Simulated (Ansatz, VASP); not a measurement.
PbSe in VASP and in Ansatz

```xyz
2
Lattice="0.0000 2.9996 2.9996 2.9996 0.0000 2.9996 2.9996 2.9996 0.0000" Properties=species:S:1:pos:R:3 pbc="T T T"
Pb    0.0000    0.0000    0.0000
Se    2.9996    2.9996    2.9996
```

Change from the starting cell: volume scaled by 0.94, PAW files.

Alike in both runs: task electric field gradients; functional PBEsol; k mesh 7 × 7 × 7; occupations fermi-dirac, width 0.02 eV; no spin polarisation.

|  | VASP | Ansatz |
| --- | --- | --- |
| version | VASP 6.6.1 | Ansatz 0.2.0 |
| potentials or method | VASP PAW PBE potentials, release 64 (Pb_d, Se) | PAW with Ansatz's default frozen-core files, scalar-relativistic |
| plane-wave cutoff (eV) | 520 | 420 |
| valence electrons in the cell | 20 | 30 |

|  | VASP | Ansatz | Ansatz less VASP |
| --- | --- | --- | --- |
| pressure (GPa) | 3.0 | 3.0 | -0.01 |

VASP's potentials were made for PBE, not for PBEsol. VASP's potentials hold 20 valence electrons a cell and Ansatz's 30, so a difference there can come from the potentials and not from the codes.

Spin-orbit coupling is off throughout.
